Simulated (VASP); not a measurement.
A run of VASP 6.6.1 is set up as follows.

The input INCAR:

```
PREC = Accurate
ENCUT = 520
EDIFF = 1E-6
ISMEAR = -1
SIGMA = 0.05
LREAL = Auto
LASPH = T
NELM = 120
ALGO = Normal
ISIF = 2
LWAVE = F
LCHARG = T
GGA = PE
LELF = T
LVHAR = T
NBANDS = 72
GGA_COMPAT = F
```

File KPOINTS:

```
regular mesh
0
Gamma
  1 1 1
```

Contents of POSCAR:

```
H3C2N
1.0
    8.0517480000      0.0000000000      0.0000000000
    0.0000000000      8.0517480000      0.0000000000
    0.0000000000      0.0000000000      8.0517480000
C N H
12 6 18
Direct
    0.8621854534      0.7533767823      0.9418824335
    0.7819295885      0.9058405703      0.8978050480
    0.0525475959      0.2334648327      0.8522621423
    0.2325457776      0.2042041057      0.8581987414
    0.3478747720      0.6842861947      0.5191791894
    0.3503338654      0.6318379562      0.6798151159
    0.1295122500      1.1154223903      0.3780918131
   -0.0203806677      1.0472881168      0.4696247324
    0.5253393425      0.2100413475      0.5415345835
    0.6465676770      0.3144037792      0.6003913684
    0.6699663228      0.3861024960      0.1394604004
    0.8059492175      0.5057411136      0.2124756016
    0.7488684445      1.0289566936      0.8384514766
    0.3683672167      0.2379234919      0.8847023032
    0.3134102061      0.6011862269      0.8120596919
   -0.1197752339      0.9494832675      0.5126837055
    0.7743411741      0.3864378269      0.5884684916
    0.9010962588      0.5546124891      0.3210855581
    0.8507345237      0.6583166786      0.8463131236
    0.9863199892      0.7750987736      0.9362935849
    0.8038751337      0.7358774765      1.0752571988
    0.0434564023      0.3001460056      0.9694913452
    0.0518272554      0.3188127597      0.7411061548
   -0.0303536574      0.1340702665      0.8389731025
    0.4725060943      0.7558855543      0.4601112702
    0.2980222431      0.5810291132      0.4360792216
    0.2401341920      0.7782906271      0.5050828714
    0.1580650562      1.0483065292      0.2536343661
    0.1082373666      1.2484618247      0.3589655315
    0.2277517876      1.1137954144      0.4677369436
    0.4359922839      0.2955258908      0.4706679841
    0.5735648955      0.1303071085      0.4531562587
    0.4674388717      0.1688453240      0.6444687539
    0.7108642744      0.2763499305      0.0592542141
    0.5737015118      0.3585929416      0.2357624705
    0.6083151137      0.4598380377      0.0430962320
```

Potentials or basis: VASP PAW PBE potentials, release 64 (C, N, H).

Launch:

```bash
$ cat potpaw_PBE.64/C/POTCAR potpaw_PBE.64/N/POTCAR potpaw_PBE.64/H/POTCAR > POTCAR
$ mpirun -np 1 vasp_gam > vasp.out
```

(1) What does it give for the pressure?

(2) Estimate the band gap on the k mesh.

(3) Estimate the largest force.

Answers

(1) 1.5 GPa.

(2) 5.02 eV.

(3) 6.107 eV/Å.

Caveat: the k points lie up to 0.78 Å⁻¹ apart; the atoms stand as in a frame of molecular dynamics.
